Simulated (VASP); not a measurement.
# InP (R-3m) in VASP: notebook

Runs on InP. Level: PBEsol. Tasks: single point.

All numbers are computed with VASP 6.6.1; they aren't measurements. Logs are shortened: lines on timing, memory, paths and dates and some standing lists are left out, and cuts for length are marked.

### Step 1. The cell of the first run

The structure is trigonal, space group R-3m (No. 166). Conventional cell: a = 4.098 Å, b = 4.098 Å, c = 9.593 Å, α = 90.00°, β = 90.00°, γ = 120.00°. In (site symmetry -3m) has 6 P at 2.86 Å within 3.8 Å. Within 3.8 Å of P (site symmetry -3m) lie 6 In at 2.86 Å.

### Step 2. Single point, PBEsol (equal xy, yz and zx shear strains of -3 %)

The input, INCAR:

```
SYSTEM = InP
PREC = Accurate
ENCUT = 520
EDIFF = 1E-6
ISMEAR = -1
SIGMA = 0.03
LREAL = .FALSE.
LASPH = .TRUE.
NELM = 100
ALGO = Normal
ISIF = 2
LWAVE = .FALSE.
LCHARG = .FALSE.
GGA = PS
NBANDS = 16
```

The input, KPOINTS:

```
regular mesh
0
G
  11 11 11
  0 0 0
```

The input, POSCAR:

```
InP
1.0
   -0.0856500000      2.8121750000      2.8121750000
    2.8121750000     -0.0856500000      2.8121750000
    2.8121750000      2.8121750000     -0.0856500000
In P
1 1
Direct
    0.0000000000      0.0000000000      0.0000000000
    0.5000000000      0.5000000000      0.5000000000
```

Potentials or basis: VASP PAW PBE potentials, release 64 (In_d, P).

Launch:

```
> cat potpaw_PBE.64/In_d/POTCAR potpaw_PBE.64/P/POTCAR > POTCAR
> mpirun -np 1 vasp_std > vasp.out
```

OUTCAR:

```text
SYSTEM = InP
   PREC = Accurate
   ENCUT = 520
   EDIFF = 1E-6
   ISMEAR = -1
   LREAL = .FALSE.
   LASPH = .TRUE.
   NELM = 100
   ISIF = 2
   GGA = PS

 ion  position               nearest neighbor table
   1  0.000  0.000  0.000-   2 2.86   2 2.86   2 2.86   2 2.86   2 2.86   2 2.86
   2  0.500  0.500  0.500-   1 2.86   1 2.86   1 2.86   1 2.86   1 2.86   1 2.86

  LATTYP: Found a trigonal (rhomboedric) cell.
 ALAT       =     3.9779382076
 COS(alpha) =     0.4693254694

  Lattice vectors:

 A1 = (  -0.0856500000,   2.8121750000,   2.8121750000)
 A2 = (   2.8121750000,  -0.0856500000,   2.8121750000)
 A3 = (   2.8121750000,   2.8121750000,  -0.0856500000)

Analysis of symmetry for initial positions (statically):
=====================================================================
 Subroutine PRICEL returns:
 Original cell was already a primitive cell.

 Routine SETGRP: Setting up the symmetry group for a
 trigonal (rhombohedral) supercell.

 Subroutine GETGRP returns: Found 12 space group operations
 (whereof 12 operations were pure point group operations)
 out of a pool of 12 trial point group operations.

The static configuration has the point symmetry D_3d.

Analysis of symmetry for dynamics (positions and initial velocities):
=====================================================================
 Subroutine PRICEL returns:
 Original cell was already a primitive cell.

 Routine SETGRP: Setting up the symmetry group for a
 trigonal (rhombohedral) supercell.

 Subroutine GETGRP returns: Found 12 space group operations
 (whereof 12 operations were pure point group operations)
 out of a pool of 12 trial point group operations.

The dynamic configuration has the point symmetry D_3d.

 Subroutine INISYM returns: Found 12 space group operations
 (whereof 12 operations are pure point group operations),
 and found     1 'primitive' translations

----------------------------------------------------------------------------------------

                                     Primitive cell

  volume of cell :      46.5106

  direct lattice vectors                    reciprocal lattice vectors
    -0.085650000  2.812175000  2.812175000    -0.169875007  0.175211394  0.175211394
     2.812175000 -0.085650000  2.812175000     0.175211394 -0.169875007  0.175211394
     2.812175000  2.812175000 -0.085650000     0.175211394  0.175211394 -0.169875007

  length of vectors
     3.977938208  3.977938208  3.977938208     0.300425670  0.300425670  0.300425670

  position of ions in fractional coordinates (direct lattice)
     0.000000000  0.000000000  0.000000000
     0.500000000  0.500000000  0.500000000

  ion indices of the primitive-cell ions
   primitive index   ion index
                 1           1
                 2           2

----------------------------------------------------------------------------------------

 KPOINTS: regular mesh

Automatic generation of k-mesh.
 Grid dimensions read from file:
 generate k-points for:   11   11   11

 Generating k-lattice:

  Cartesian coordinates                     Fractional coordinates (reciprocal lattice)
    -0.015443182  0.015928309  0.015928309     0.090909091  0.000000000  0.000000000
     0.015928309 -0.015443182  0.015928309     0.000000000  0.090909091  0.000000000
     0.015928309  0.015928309 -0.015443182     0.000000000  0.000000000  0.090909091

  Length of vectors
     0.027311425  0.027311425  0.027311425

  Shift w.r.t. Gamma in fractional coordinates (k-lattice)
     0.000000000  0.000000000  0.000000000

 Subroutine IBZKPT returns following result:
 ===========================================

 Found    146 irreducible k-points:

 Following reciprocal coordinates:
            Coordinates               Weight
  0.000000  0.000000  0.000000      1.000000
  0.090909 -0.000000 -0.000000      6.000000
  0.181818  0.000000  0.000000      6.000000
  0.272727 -0.000000 -0.000000      6.000000
  0.363636  0.000000  0.000000      6.000000
  0.454545  0.000000  0.000000      6.000000
[... 16 lines left out ...]
 -0.272727  0.181818  0.000000     12.000000
 -0.181818  0.181818  0.000000      6.000000
 [... further k-points ...]
   k-points           NKPTS =    146   k-points in BZ     NKDIM =    146   number of bands    NBANDS=     16
   number of dos      NEDOS =    301   number of ions     NIONS =      2
   total plane-waves  NPLWV =  27000
   dimension x,y,z NGX =    30 NGY =   30 NGZ =   30
   dimension x,y,z NGXF=    60 NGYF=   60 NGZF=   60
   ions per type =               1   1
   NGX,Y,Z   is equivalent  to a cutoff of  12.54, 12.54, 12.54 a.u.
   NGXF,Y,Z  is equivalent  to a cutoff of  25.08, 25.08, 25.08 a.u.
 SYSTEM =  InP
   PREC   = accura    normal or accurate (medium, high low for compatibility)
   ISTART =      0    job   : 0-new  1-cont  2-samecut
   ICHARG =      2    charge: 1-file 2-atom 10-const
   ISPIN  =      1    spin polarized calculation?
   LNONCOLLINEAR =      F non collinear calculations
   LSORBIT =      F    spin-orbit coupling
   LASPH  =      T    aspherical Exc in radial PAW
   ENCUT  =  520.0 eV  38.22 Ry    6.18 a.u.   7.40  7.40  7.40*2*pi/ulx,y,z
   NELM   =    100;   NELMIN=  2; NELMDL= -5     # of ELM steps
   EDIFF  = 0.1E-05   stopping-criterion for ELM
   LREAL  =      F    real-space projection
   EDIFFG = 0.1E-04   stopping-criterion for IOM
   NSW    =      0    number of steps for IOM
   IBRION =     -1    ionic relax: 0-MD 1-quasi-New 2-CG
   NFREE  =      0    steps in history (QN), initial steepest desc. (CG)
   ISIF   =      2    stress and relaxation
   ISYM   =      2    0-nonsym 1-usesym 2-fastsym
   POTIM  = 0.5000    time-step for ionic-motion
   TEBEG  =    0.0;   TEEND  =   0.0 temperature during run
   PSTRESS=    0.0 pullay stress
   NELECT =      18.0000    total number of electrons
   NUPDOWN=      -1.0000    fix difference up-down
   EMIN   =  10.00;   EMAX   =-10.00  energy-range for DOS
   EFERMI =   0.00;   METHOD = LEGACY
   ISMEAR =    -1;   SIGMA  =   0.03  broadening in eV -4-tet -1-fermi 0-gaus
   EFERMI_NEDOS =   21; number of points for ismear=-14 and -15
   IALGO  =     38    algorithm
   IMIX   =      4    mixing-type and parameters
     AMIX     =   0.40;   BMIX     =  1.00
     AMIX_MAG =   1.60;   BMIX_MAG =  1.00
  volume/ion in A,a.u.               =      23.26       156.93
  Fermi-wavevector in a.u.,A,eV,Ry     =   1.193022  2.254484 19.365177  1.423300
  Thomas-Fermi vector in A             =   2.329046
   LORBIT       =      0    0 simple, 1 ext, 2 COOP (PROOUT), +10 PAW based schemes
   GGA     = PS    functional components
   LHFCALC =     F    Hartree Fock is set to
   AEXX    =    0.0000 exact exchange contribution
   IVDW    =     0    specifies the selected vdW correction
   LEPSILON=     F    determine dielectric tensor
   LRPA    =     F    only Hartree local field effects (RPA)
 non-spin polarized calculation
  energy-cutoff  :      520.00
  volume of cell :       46.51
 maximum number of plane-waves:      1275
 NGX is ok and might be reduce to    30
   NGX = 15   NGY = 15   NGZ = 15

 number of electron      18.0000001 magnetization

 Free energy of the ion-electron system (eV)
  ---------------------------------------------------
  ext. energy  EPLUGINS =         0.00000000
  ---------------------------------------------------
  free energy    TOTEN  =        -8.62091930 eV

  energy without entropy =       -8.61814538  energy(sigma->0) =       -8.61953234

 E-fermi :   5.8575     XC(G=0): -10.1417

 val. band max:        5.8571437338   @ k =  -0.2727  -0.2727   0.1818
 cond. band min:       5.8586398441   @ k =   0.3636   0.0000   0.0000
 fundamental gap:      0.0014961103
 Fermi energy:         5.8574783197

 k-point     1 :       0.0000    0.0000    0.0000
  band No.  band energies     occupation
      1      -8.1792      2.00000
      2      -8.1792      2.00000
      3      -8.1579      2.00000
      4      -8.1545      2.00000
      5      -8.1545      2.00000
      6      -5.5265      2.00000
[... 8 lines left out ...]
     15      13.7334      0.00000
     16      13.7334      0.00000

 k-point     2 :       0.0909   -0.0000   -0.0000
  band No.  band energies     occupation
      1      -8.1832      2.00000
      2      -8.1795      2.00000
      3      -8.1552      2.00000
      4      -8.1547      2.00000
      5      -8.1501      2.00000
      6      -5.4356      2.00000
[... 8 lines left out ...]
     15      13.6523      0.00000
     16      13.8596      0.00000

 k-point     3 :       0.1818    0.0000    0.0000
  band No.  band energies     occupation
      1      -8.1937      2.00000
      2      -8.1841      2.00000
      3      -8.1563      2.00000
      4      -8.1435      2.00000
      5      -8.1383      2.00000
      6      -5.1685      2.00000
[... 8 lines left out ...]
     15      13.8022      0.00000
     16      14.1783      0.00000

 k-point     4 :       0.2727   -0.0000   -0.0000
  band No.  band energies     occupation
      1      -8.2075      2.00000
      2      -8.1933      2.00000
      3      -8.1576      2.00000
      4      -8.1263      2.00000
      5      -8.1228      2.00000
      6      -4.7479      2.00000
[... 8 lines left out ...]
     15      14.3481      0.00000
     16      15.0484      0.00000
[... 324 lines left out ...]
 k-point    22 :      -0.3636    0.1818    0.0000
  band No.  band energies     occupation
      1      -8.2542      2.00000
      2      -8.1990      2.00000
      3      -8.1464      2.00000
      4      -8.1167      2.00000
      5      -8.1050      2.00000
      6      -3.6415      2.00000
[... 8 lines left out ...]
     15      15.6389      0.00000
     16      16.6864      0.00000

 k-point    23 :      -0.2727    0.1818    0.0000
  band No.  band energies     occupation
      1      -8.2331      2.00000
      2      -8.2000      2.00000
      3      -8.1466      2.00000
      4      -8.1218      2.00000
      5      -8.1168      2.00000
      6      -4.1128      2.00000
[... 8 lines left out ...]
     15      15.7333      0.00000
     16      17.3120      0.00000

 k-point    24 :      -0.1818    0.1818    0.0000
  band No.  band energies     occupation
      1      -8.2116      2.00000
      2      -8.1978      2.00000
      3      -8.1520      2.00000
      4      -8.1333      2.00000
      5      -8.1212      2.00000
      6      -4.5972      2.00000
[... 8 lines left out ...]
     15      15.5801      0.00000
     16      16.3385      0.00000

 [... further k-points ...]
[... 5 lines left out ...]
  --------------------------------------------------------------------------------------
  -------------------------------------------------------------------------------------
  Total       -2.3745966     -2.3745966     -2.3745966      0.2352811      0.2352811      0.2352811
  in kB      -81.7990533    -81.7990533    -81.7990533      8.1048586      8.1048586      8.1048586
  external PRESSURE =     -81.7990533 kB  Pullay stress =       0.0000000 kB

 VOLUME and BASIS-vectors are now :
 -----------------------------------------------------------------------------
  energy-cutoff  :      520.00
  volume of cell :       46.51
      direct lattice vectors                 reciprocal lattice vectors
    -0.085650000  2.812175000  2.812175000    -0.169875007  0.175211394  0.175211394
     2.812175000 -0.085650000  2.812175000     0.175211394 -0.169875007  0.175211394
     2.812175000  2.812175000 -0.085650000     0.175211394  0.175211394 -0.169875007

 POSITION                                       TOTAL-FORCE (eV/Angst)
 -----------------------------------------------------------------------------------
      0.00000      0.00000      0.00000         0.000000      0.000000      0.000000
      2.76935      2.76935      2.76935        -0.000000     -0.000000     -0.000000
 -----------------------------------------------------------------------------------
    total drift:                               -0.000000      0.000000      0.000000

  FREE ENERGIE OF THE ION-ELECTRON SYSTEM (eV)
  ---------------------------------------------------
  free  energy   TOTEN  =        -8.6209192982 eV

  energy  without entropy=       -8.6181453809  energy(sigma->0) =       -8.61953234
```

Wall time 3.2 min (1 thread of Intel Xeon 8259CL, shared host); peak memory 0.25 GiB.

What came out:

```
Free energy            : -8.6209 eV
Pressure               : -8.2 GPa
Band gap on the k mesh : zero (band 9 reaches 6.24 eV, above the bottom of band 10 at 4.02 eV)
```

Stress tensor (GPa, compression positive):
```
-8.18  0.81  0.81
 0.81 -8.18  0.81
 0.81  0.81 -8.18
```

Caveat: the cell differs from its parent crystal (equal xy, yz and zx shear strains of -3 %); the PAW data sets were made with another functional, which shifts forces and pressure a little; spin-orbit coupling is left out, which moves the levels of the heavy elements.

### Step 3. Single point, PBEsol (equal xy, yz and zx shear strains of -1 %)

The input, INCAR:

```
SYSTEM = InP
ALGO = Normal
EDIFF = 1E-6
ENCUT = 520
GGA = PS
ISIF = 2
ISMEAR = -1
LASPH = .TRUE.
LCHARG = .FALSE.
LREAL = .FALSE.
LWAVE = .FALSE.
NBANDS = 16
NELM = 60
PREC = Accurate
SIGMA = 0.03
```

The input, KPOINTS:

```
k-points
0
G
  11 11 11
  0 0 0
```

The input, POSCAR:

```
InP
1.0
   -0.0285500000      2.8407250000      2.8407250000
    2.8407250000     -0.0285500000      2.8407250000
    2.8407250000      2.8407250000     -0.0285500000
In P
1 1
Direct
    0.0000000000      0.0000000000      0.0000000000
    0.5000000000      0.5000000000      0.5000000000
```

Potentials or basis: VASP PAW PBE potentials, release 64 (In_d, P).

Launch:

```
> cat potpaw_PBE.64/In_d/POTCAR potpaw_PBE.64/P/POTCAR > POTCAR
> mpirun -np 1 vasp_std > vasp.out
```

It took 3.2 min on 1 thread of Intel Xeon 8259CL, shared host; peak memory 0.25 GiB.

Results (log left out):

- Free energy: -8.6290 eV
- Pressure: -8.2 GPa
- Band gap on the k mesh: zero (band 9 reaches 6.18 eV, above the bottom of band 10 at 3.88 eV)

Stress tensor (GPa, compression positive):
```
-8.22  0.27  0.27
 0.27 -8.22  0.27
 0.27  0.27 -8.22
```

Levels at points of the mesh, in eV from the Fermi level:
```tsv
k point	band 7	band 8	band 9	band 10	band 11	band 12
(0.00, 0.00, 0.00)	-0.24	-0.24	-0.20	-0.09	6.99	6.99
```

Caveat: the cell differs from its parent crystal (equal xy, yz and zx shear strains of -1 %); the PAW data sets were made with another functional, which shifts forces and pressure a little; spin-orbit coupling is left out, which moves the levels of the heavy elements.

(Continued in part 2 of 2.)
